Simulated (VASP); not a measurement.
# MgO (Fm-3m) in VASP: notebook

The runs below take MgO through single point, relaxation of cell and atoms, with PBE.

Program: VASP 6.6.1. These are calculated values, not measurements. Logs are shortened: lines on timing, memory, paths and dates and some standing lists are left out, and cuts for length are marked.

## (1) The cell of the first run

The structure is cubic, space group Fm-3m (No. 225). Conventional cell: a = 4.202 Å, b = 4.202 Å, c = 4.202 Å, α = 90.00°, β = 90.00°, γ = 90.00°. Mg (site symmetry m-3m) has 6 O at 2.10 Å within 2.8 Å. O (site symmetry m-3m) has 6 Mg at 2.10 Å within 2.8 Å.

## (2) Single point, PBE

INCAR

```
ALGO = Normal
EDIFF = 1E-6
ENCUT = 600
GGA = PE
GGA_COMPAT = F
ISIF = 2
ISMEAR = 0
LASPH = T
LCHARG = T
LELF = T
LREAL = F
LVHAR = T
LWAVE = F
NBANDS = 11
NELM = 120
PREC = Accurate
SIGMA = 0.1
```

KPOINTS

```
k-points
0
Gamma
  8 8 8
```

POSCAR

```
MgO
1.0
    0.0000000000      2.1012357976      2.1012357976
    2.1012357976      0.0000000000      2.1012357976
    2.1012357976      2.1012357976      0.0000000000
Mg O
1 1
Direct
    0.0000000000      0.0000000000      0.0000000000
    0.5000000000      0.5000000000      0.5000000000
```

Potentials or basis: VASP PAW PBE potentials, release 64 (Mg, O).

The run is started by

```sh
cat potpaw_PBE.64/Mg/POTCAR potpaw_PBE.64/O/POTCAR > POTCAR
mpirun -np 1 vasp_std > vasp.out
```

OUTCAR:

```text
EDIFF = 1E-6
   ENCUT = 600
   GGA = PE
   ISIF = 2
   ISMEAR = 0
   LASPH = T
   LREAL = F
   NELM = 120
   PREC = Accurate

 ion  position               nearest neighbor table
   1  0.000  0.000  0.000-   2 2.10   2 2.10   2 2.10   2 2.10   2 2.10   2 2.10
   2  0.500  0.500  0.500-   1 2.10   1 2.10   1 2.10   1 2.10   1 2.10   1 2.10

  LATTYP: Found a face centered cubic cell.
 ALAT       =     4.2024715952

  Lattice vectors:

 A1 = (   0.0000000000,   2.1012357976,   2.1012357976)
 A2 = (   2.1012357976,   0.0000000000,   2.1012357976)
 A3 = (   2.1012357976,   2.1012357976,   0.0000000000)

Analysis of symmetry for initial positions (statically):
=====================================================================
 Subroutine PRICEL returns:
 Original cell was already a primitive cell.

 Routine SETGRP: Setting up the symmetry group for a
 face centered cubic supercell.

 Subroutine GETGRP returns: Found 48 space group operations
 (whereof 48 operations were pure point group operations)
 out of a pool of 48 trial point group operations.

The static configuration has the point symmetry O_h .

Analysis of symmetry for dynamics (positions and initial velocities):
=====================================================================
 Subroutine PRICEL returns:
 Original cell was already a primitive cell.

 Routine SETGRP: Setting up the symmetry group for a
 face centered cubic supercell.

 Subroutine GETGRP returns: Found 48 space group operations
 (whereof 48 operations were pure point group operations)
 out of a pool of 48 trial point group operations.

The dynamic configuration has the point symmetry O_h .

 Subroutine INISYM returns: Found 48 space group operations
 (whereof 48 operations are pure point group operations),
 and found     1 'primitive' translations

----------------------------------------------------------------------------------------

                                     Primitive cell

  volume of cell :      18.5547

  direct lattice vectors                    reciprocal lattice vectors
     0.000000000  2.101235798  2.101235798    -0.237955207  0.237955207  0.237955207
     2.101235798  0.000000000  2.101235798     0.237955207 -0.237955207  0.237955207
     2.101235798  2.101235798  0.000000000     0.237955207  0.237955207 -0.237955207

  length of vectors
     2.971596163  2.971596163  2.971596163     0.412150509  0.412150509  0.412150509

  position of ions in fractional coordinates (direct lattice)
     0.000000000  0.000000000  0.000000000
     0.500000000  0.500000000  0.500000000

  ion indices of the primitive-cell ions
   primitive index   ion index
                 1           1
                 2           2

----------------------------------------------------------------------------------------

 KPOINTS: k-points

Automatic generation of k-mesh.
 Grid dimensions read from file:
 generate k-points for:    8    8    8

 Generating k-lattice:

  Cartesian coordinates                     Fractional coordinates (reciprocal lattice)
    -0.029744401  0.029744401  0.029744401     0.125000000  0.000000000  0.000000000
     0.029744401 -0.029744401  0.029744401     0.000000000  0.125000000  0.000000000
     0.029744401  0.029744401 -0.029744401     0.000000000  0.000000000  0.125000000

  Length of vectors
     0.051518814  0.051518814  0.051518814

  Shift w.r.t. Gamma in fractional coordinates (k-lattice)
     0.000000000  0.000000000  0.000000000

 Subroutine IBZKPT returns following result:
 ===========================================

 Found     29 irreducible k-points:

 Following reciprocal coordinates:
            Coordinates               Weight
  0.000000  0.000000  0.000000      1.000000
  0.125000  0.000000  0.000000      8.000000
  0.250000  0.000000  0.000000      8.000000
  0.375000  0.000000  0.000000      8.000000
  0.500000  0.000000  0.000000      4.000000
  0.125000  0.125000  0.000000      6.000000
[... 16 lines left out ...]
  0.500000  0.250000  0.125000     48.000000
 -0.375000  0.250000  0.125000     24.000000
 [... further k-points ...]
   k-points           NKPTS =     29   k-points in BZ     NKDIM =     29   number of bands    NBANDS=     11
   number of dos      NEDOS =    301   number of ions     NIONS =      2
   total plane-waves  NPLWV =  13824
   dimension x,y,z NGX =    24 NGY =   24 NGZ =   24
   dimension x,y,z NGXF=    48 NGYF=   48 NGZF=   48
   ions per type =               1   1
   NGX,Y,Z   is equivalent  to a cutoff of  13.43, 13.43, 13.43 a.u.
   NGXF,Y,Z  is equivalent  to a cutoff of  26.85, 26.85, 26.85 a.u.
 SYSTEM =  unknown system
   PREC   = accura    normal or accurate (medium, high low for compatibility)
   ISTART =      0    job   : 0-new  1-cont  2-samecut
   ICHARG =      2    charge: 1-file 2-atom 10-const
   ISPIN  =      1    spin polarized calculation?
   LNONCOLLINEAR =      F non collinear calculations
   LSORBIT =      F    spin-orbit coupling
   LASPH  =      T    aspherical Exc in radial PAW
   ENCUT  =  600.0 eV  44.10 Ry    6.64 a.u.   5.94  5.94  5.94*2*pi/ulx,y,z
   NELM   =    120;   NELMIN=  2; NELMDL= -5     # of ELM steps
   EDIFF  = 0.1E-05   stopping-criterion for ELM
   LREAL  =      F    real-space projection
[... 7 lines left out ...]
   TEBEG  =    0.0;   TEEND  =   0.0 temperature during run
   PSTRESS=    0.0 pullay stress
   NELECT =       8.0000    total number of electrons
   NUPDOWN=      -1.0000    fix difference up-down
   EMIN   =  10.00;   EMAX   =-10.00  energy-range for DOS
   EFERMI =   0.00;   METHOD = LEGACY
   ISMEAR =     0;   SIGMA  =   0.10  broadening in eV -4-tet -1-fermi 0-gaus
   EFERMI_NEDOS =   21; number of points for ismear=-14 and -15
   IALGO  =     38    algorithm
   IMIX   =      4    mixing-type and parameters
     AMIX     =   0.40;   BMIX     =  1.00
     AMIX_MAG =   1.60;   BMIX_MAG =  1.00
  volume/ion in A,a.u.               =       9.28        62.61
  Fermi-wavevector in a.u.,A,eV,Ry     =   1.236764  2.337144 20.811257  1.529584
  Thomas-Fermi vector in A             =   2.371359
   LORBIT       =      0    0 simple, 1 ext, 2 COOP (PROOUT), +10 PAW based schemes
   GGA     = PE    functional components
   LHFCALC =     F    Hartree Fock is set to
   AEXX    =    0.0000 exact exchange contribution
   IVDW    =     0    specifies the selected vdW correction
   LEPSILON=     F    determine dielectric tensor
   LRPA    =     F    only Hartree local field effects (RPA)
 non-spin polarized calculation
 Gauss-broadening in eV      SIGMA  =   0.10
  energy-cutoff  :      600.00
  volume of cell :       18.55
 maximum number of plane-waves:       636
   NGX = 11   NGY = 11   NGZ = 11

 number of electron       8.0000004 magnetization

 Free energy of the ion-electron system (eV)
  ---------------------------------------------------
  ext. energy  EPLUGINS =         0.00000000
  ---------------------------------------------------
  free energy    TOTEN  =       -11.90523719 eV

  energy without entropy =      -11.90523719  energy(sigma->0) =      -11.90523719

 E-fermi :   3.7635     XC(G=0): -11.1107

 val. band max:        3.2364833359   @ k =   0.0000   0.0000   0.0000
 cond. band min:       8.0311059619   @ k =   0.0000   0.0000   0.0000
 fundamental gap:      4.7946226260
 Fermi energy:         3.7635125710

 k-point     1 :       0.0000    0.0000    0.0000
  band No.  band energies     occupation
      1     -14.0612      2.00000
      2       3.2365      2.00000
      3       3.2365      2.00000
      4       3.2365      2.00000
      5       8.0311      0.00000
      6      19.0776      0.00000
      7      19.0776      0.00000
      8      19.0776      0.00000
      9      23.0111      0.00000
     10      24.7946      0.00000
     11      24.7946      0.00000

 k-point     2 :       0.1250    0.0000    0.0000
  band No.  band energies     occupation
      1     -13.8961      2.00000
      2       2.2801      2.00000
      3       3.1321      2.00000
      4       3.1321      2.00000
      5       8.9444      0.00000
      6      17.3959      0.00000
      7      19.4406      0.00000
      8      19.4406      0.00000
      9      23.8384      0.00000
     10      23.8384      0.00000
     11      25.1958      0.00000

 k-point     3 :       0.2500    0.0000    0.0000
  band No.  band energies     occupation
      1     -13.4669      2.00000
      2       0.5652      2.00000
      3       2.8920      2.00000
      4       2.8920      2.00000
      5      10.3885      0.00000
      6      15.8570      0.00000
      7      19.9486      0.00000
      8      19.9486      0.00000
      9      23.4478      0.00000
     10      23.4478      0.00000
     11      25.3433      0.00000

 k-point     4 :       0.3750    0.0000    0.0000
  band No.  band energies     occupation
      1     -12.9824      2.00000
      2      -0.8544      2.00000
      3       2.6659      2.00000
      4       2.6659      2.00000
      5      11.0896      0.00000
      6      15.6817      0.00000
      7      19.7864      0.00000
      8      19.7864      0.00000
      9      24.5485      0.00000
     10      24.7648      0.00000
     11      24.7648      0.00000
[... 239 lines left out ...]
 k-point    22 :       0.3750    0.2500    0.1250
  band No.  band energies     occupation
      1     -13.1595      2.00000
      2       0.2054      2.00000
      3       2.0760      2.00000
      4       2.6157      2.00000
      5      11.7991      0.00000
      6      14.7545      0.00000
      7      18.3964      0.00000
      8      20.8650      0.00000
      9      21.4148      0.00000
     10      25.7595      0.00000
     11      29.1825      0.00000

 k-point    23 :       0.5000    0.2500    0.1250
  band No.  band energies     occupation
      1     -12.7779      2.00000
      2      -0.4922      2.00000
      3       1.4964      2.00000
      4       2.3613      2.00000
      5      12.7910      0.00000
      6      14.9399      0.00000
      7      17.2352      0.00000
      8      20.4662      0.00000
      9      22.9988      0.00000
     10      25.7350      0.00000
     11      29.3746      0.00000

 k-point    24 :      -0.3750    0.2500    0.1250
  band No.  band energies     occupation
      1     -12.6081      2.00000
      2      -0.7894      2.00000
      3       1.2875      2.00000
      4       2.2412      2.00000
      5      12.9587      0.00000
      6      15.5020      0.00000
      7      16.8025      0.00000
      8      20.2205      0.00000
      9      23.8460      0.00000
     10      25.4080      0.00000
     11      29.5095      0.00000

 [... further k-points ...]

------------------------ aborting loop because EDIFF is reached ----------------------------------------

  FORCE on cell =-STRESS in cart. coord.  units (eV):
  Direction    XX          YY          ZZ          XY          YZ          ZX
  --------------------------------------------------------------------------------------
  -------------------------------------------------------------------------------------
  Total        0.5629344      0.5629344      0.5629344      0.0000000      0.0000000      0.0000000
  in kB       48.6087028     48.6087028     48.6087028      0.0000000      0.0000000      0.0000000
  external PRESSURE =      48.6087028 kB  Pullay stress =       0.0000000 kB

 VOLUME and BASIS-vectors are now :
 -----------------------------------------------------------------------------
  energy-cutoff  :      600.00
  volume of cell :       18.55
      direct lattice vectors                 reciprocal lattice vectors
     0.000000000  2.101235798  2.101235798    -0.237955207  0.237955207  0.237955207
     2.101235798  0.000000000  2.101235798     0.237955207 -0.237955207  0.237955207
     2.101235798  2.101235798  0.000000000     0.237955207  0.237955207 -0.237955207

 POSITION                                       TOTAL-FORCE (eV/Angst)
 -----------------------------------------------------------------------------------
      0.00000      0.00000      0.00000        -0.000000     -0.000000     -0.000000
      2.10124      2.10124      2.10124         0.000000      0.000000      0.000000
 -----------------------------------------------------------------------------------
    total drift:                               -0.000000     -0.000000      0.000000

  FREE ENERGIE OF THE ION-ELECTRON SYSTEM (eV)
  ---------------------------------------------------
  free  energy   TOTEN  =       -11.9052371867 eV

  energy  without entropy=      -11.9052371867  energy(sigma->0) =      -11.90523719
```

Wall time 6.4 s (1 thread of Intel Xeon Platinum 8375C at 2.90GHz (Ice Lake), shared host); peak memory 0.14 GiB.

Results:

* Free energy: -11.9052 eV
* Pressure: 4.9 GPa
* Band gap on the k mesh: 4.79 eV

Caveat: the cell stands under pressure. As with any semilocal functional, this PBE gap is likely too small.

## (3) Single point, PBE

This run uses another cell than the first one, of 9.62 Å³/atom.

INCAR

```
PREC     = Accurate       # precision mode
ENCUT    = 600            # plane-wave cutoff, eV
EDIFF    = 1E-6           # SCF threshold, eV
ISMEAR   = 0              # smearing method
SIGMA    = 0.02           # smearing width, eV
LREAL    = F              # projectors in reciprocal space
LASPH    = T              # aspherical terms in the spheres
NELM     = 120            # most SCF steps
ALGO     = Normal         # electronic algorithm
ISIF     = 2              # what is computed and relaxed
LWAVE    = F              # write WAVECAR
LCHARG   = F              # write CHGCAR
GGA      = PE             # functional
NBANDS   = 11             # bands
GGA_COMPAT= F
```

KPOINTS

```
regular mesh
0
Gamma
  10 10 10
```

POSCAR

```
MgO
1.0
    0.0000000000      2.1268160345      2.1268160345
    2.1268160345      0.0000000000      2.1268160345
    2.1268160345      2.1268160345      0.0000000000
Mg O
1 1
Direct
    0.0000000000      0.0000000000      0.0000000000
    0.5000000000      0.5000000000      0.5000000000
```

Potentials or basis: VASP PAW PBE potentials, release 64 (Mg, O).

The run is started by

```sh
cat potpaw_PBE.64/Mg/POTCAR potpaw_PBE.64/O/POTCAR > POTCAR
mpirun -np 1 vasp_std > vasp.out
```

Wall time 13 s (1 thread of Intel Xeon Platinum 8375C at 2.90GHz (Ice Lake), shared host); peak memory 0.14 GiB.

It converged, with:

```yaml
Free_energy: -11.9148 eV
Pressure: -1.0 GPa
Band_gap_on_the_k_mesh: 4.45 eV
```

Levels at points of the mesh, in eV from the valence-band top:
```tsv
k point	band 1	band 2	band 3	band 4	band 5	band 6	band 7	band 8	band 9
(0.00, 0.00, 0.00)	-17.11	0.00	0.00	0.00	4.45	15.63	15.63	15.63	19.47
(0.50, 0.00, 0.00)	-15.90	-4.49	-0.62	-0.62	7.71	12.27	16.01	16.01	20.45
(0.50, 0.50, 0.00)	-15.66	-3.96	-1.31	-1.31	9.08	9.65	12.79	18.53	18.53
```

## (4) Relaxation of cell and atoms, PBE

INCAR

```
SYSTEM = MgO
PREC = Accurate ; ENCUT = 600
EDIFF = 1E-7 ; ISMEAR = 0
SIGMA = 0.02 ; LREAL = .FALSE.
LASPH = .TRUE. ; NELM = 120
ALGO = Normal ; ISIF = 3
LWAVE = .FALSE. ; LCHARG = .FALSE.
GGA = PE ; IBRION = 2
NSW = 100 ; EDIFFG = -0.005
GGA_COMPAT = .FALSE. ; NELMIN = 4
```

KPOINTS

```
regular mesh
0
G
  10 10 10
  0 0 0
```

POSCAR

```
MgO
1.0
    0.0000000000      2.1012357976      2.1012357976
    2.1012357976      0.0000000000      2.1012357976
    2.1012357976      2.1012357976      0.0000000000
Mg O
1 1
Direct
    0.0000000000      0.0000000000      0.0000000000
    0.5000000000      0.5000000000      0.5000000000
```

The run is started by

```sh
cat potpaw_PBE.64/Mg/POTCAR potpaw_PBE.64/O/POTCAR > POTCAR
mpirun -np 1 vasp_std > vasp.out
```

Run time: 19 s. Hardware: 1 thread of Intel Xeon Platinum 8375C at 2.90GHz (Ice Lake), shared host; peak memory 0.15 GiB.

It converged, with:

```
Free energy                           : -11.9136 eV
Relaxed volume                        : 9.56 Å³/atom
Relaxed cell                          : a = 3.002 Å, b = 3.002 Å, c = 3.002 Å, α = 60.00°, β = 60.00°, γ = 60.00°
Space group after relaxing (to 0.1 Å) : Fm-3m (No. 225)
Energy gained by relaxing             : 4.2 meV/atom
Ionic steps                           : 3
Pressure after relaxing               : 0.0 GPa
Band gap on the k mesh                : 4.50 eV
```

The path:
```csv
step,energy change (eV),largest force (eV/Å),pressure (GPa),volume (Å³)
1,0.0000,0.0000,4.87,18.55
2,-0.0075,0.0000,-1.53,19.32
3,-0.0084,0.0000,0.01,19.12
```

Final structure:
```
CELL_PARAMETERS angstrom
0.00000 2.12248 2.12248
2.12248 0.00000 2.12248
2.12248 2.12248 0.00000
ATOMIC_POSITIONS crystal
Mg 0.00000 0.00000 0.00000
O 0.50000 0.50000 0.50000
```

Levels at points of the mesh, in eV from the valence-band top:
```csv
k point,band 2,band 3,band 4,band 5,band 6,band 7
"(0.00, 0.00, 0.00)",0.00,0.00,0.00,4.50,15.67,15.67
"(0.50, 0.00, 0.00)",-4.51,-0.63,-0.63,7.75,12.34,16.07
"(0.50, 0.50, 0.00)",-3.99,-1.32,-1.32,9.09,9.72,12.85
```

## (5) The runs side by side

| task | cell | k mesh | smearing | gap on the mesh (eV) | pressure (GPa) |
| --- | --- | --- | --- | --- | --- |
| single point | a = 2.972 Å, angles 60.0°, 2 atoms | 8 × 8 × 8 | gaussian 0.1 eV | 4.79 | 4.9 |
| single point | a = 3.008 Å, angles 60.0°, 2 atoms | 10 × 10 × 10 | gaussian 0.02 eV | 4.45 | -1.0 |
| relaxation of cell and atoms | relaxed from a = 2.972 Å, angles 60.0°, 2 atoms | 10 × 10 × 10 | gaussian 0.02 eV | 4.50 | 0.0 |

Alike in all rows: level PBE; potentials or basis VASP PAW PBE potentials, release 64 (Mg, O); no spin polarisation; cutoff (eV) 600.

Caveats: the cell stands under pressure (at least some runs).

Absolute energies hang on the potentials; compare differences alone.
